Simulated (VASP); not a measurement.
Set up this calculation in VASP 6.6.1, as the native input.

* Task: relaxation of cell and atoms
* Functional: PBEsol
* Dispersion: D3(BJ)
* Potentials or basis: VASP PAW PBE potentials, release 64 (Hf_pv, N)
* Cutoff: 600 eV
* k mesh: 10 × 10 × 10
* Occupations: fermi-dirac, width 0.05 eV
* Spin: no spin polarisation
* Dipole correction: no
* Further INCAR settings: ALGO = Normal; EDIFF = 1e-07; IBRION = 2; EDIFFG = -0.01; NSW = 60; ISIF = 3

The structure of HfN lies in POSCAR:

```
HfN
1.0
    0.0000000000      2.2560000000      2.2560000000
    2.2560000000      0.0000000000      2.2560000000
    2.2560000000      2.2560000000      0.0000000000
Hf N
1 1
Direct
    0.0000000000      0.0000000000      0.0000000000
    0.5000000000      0.5000000000      0.5000000000
```

These files were run (other wordings do the same):

INCAR

```
SYSTEM = HfN
ALGO = Normal ; EDIFF = 1E-7
EDIFFG = -0.01 ; ENCUT = 600
GGA = PS ; GGA_COMPAT = .FALSE.
IBRION = 2 ; ISIF = 3
ISMEAR = -1 ; IVDW = 12
LASPH = .TRUE. ; LCHARG = .FALSE.
LREAL = .FALSE. ; LWAVE = .FALSE.
NELM = 120 ; NELMIN = 4
NSW = 60 ; PREC = Accurate
SIGMA = 0.05
```

KPOINTS

```
k-points
0
G
  10 10 10
  0 0 0
```

Potentials or basis: VASP PAW PBE potentials, release 64 (Hf_pv, N).

Launch:

```sh
$ cat potpaw_PBE.64/Hf_pv/POTCAR potpaw_PBE.64/N/POTCAR > POTCAR
$ mpirun -np 1 vasp_std > vasp.out
```

It gave:

```
Relaxed volume                        : 11.10 Å³/atom
Relaxed cell                          : a = 3.155 Å, b = 3.155 Å, c = 3.155 Å, α = 60.00°, β = 60.00°, γ = 60.00°
Space group after relaxing (to 0.1 Å) : Fm-3m (No. 225)
Energy gained by relaxing             : 12.0 meV/atom
Ionic steps                           : 4
Pressure after relaxing               : 0.0 GPa
Band gap on the k mesh                : zero (an odd number of electrons rules out a gap without spin polarisation)
Dispersion energy per atom            : -0.403 eV
```

Caveat: the PAW data sets were made with another functional, which shifts forces and pressure a little; spin-orbit coupling is left out, which moves the levels of the heavy elements.

Wall time 25 s on 1 thread of Intel(R) Xeon(R) 6975P-C (Granite Rapids), with other jobs on the host, peak memory 0.18 GiB.
